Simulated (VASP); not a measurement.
## ReP2: single point with PBE

Crystal: ReP2.

```
Re P
1.0
     3.99590    0.00000    0.00000
     0.00000    3.99590    0.00000
     0.00000    0.00000    2.99875
Re P
1 2
Direct
  0.00000 0.00000 0.00000
  0.50000 0.00000 0.50000
  0.00000 0.50000 0.50000
```

```
Program                : VASP 6.6.1
Task                   : single point
Functional             : PBE
Potentials or basis    : VASP PAW PBE potentials, release 64 (Re, P)
Cutoff                 : 520 eV
k mesh                 : 12 × 12 × 16
Occupations            : gaussian, width 0.1 eV
Spin                   : no spin polarisation
Dipole correction      : no
Further INCAR settings : ALGO = Normal; EDIFF = 1e-07; NBANDS = 16
```

The pressure is 0.7 GPa.

Stress tensor (GPa, compression positive):
```
0.67 0.00 0.00
0.00 0.67 0.00
0.00 0.00 0.75
```

Levels at points of the mesh, in eV from the Fermi level:
```csv
k point,band 7,band 8,band 9,band 10,band 11,band 12
"(0.00, 0.00, 0.00)",-1.11,-1.11,0.30,1.70,1.70,2.21
"(0.50, 0.00, 0.00)",-2.41,-1.83,-1.04,1.51,2.53,3.15
"(0.50, 0.50, 0.00)",-2.65,-1.89,1.43,3.84,6.23,6.23
"(0.00, 0.00, 0.50)",-0.69,1.27,1.27,2.34,3.44,4.16
"(0.50, 0.00, 0.50)",-1.43,-1.31,-1.07,-0.34,1.14,2.49
"(0.50, 0.50, 0.50)",-2.68,-1.39,-1.35,1.18,1.18,2.87
```

Run time: 3 min on 1 thread of Intel(R) Xeon(R) Platinum 8259CL CPU @ 2.50GHz (Skylake/Cascade Lake), on a shared host, peak memory 0.3 GiB.

Caveat: spin-orbit coupling is left out, which moves the levels of the heavy elements.
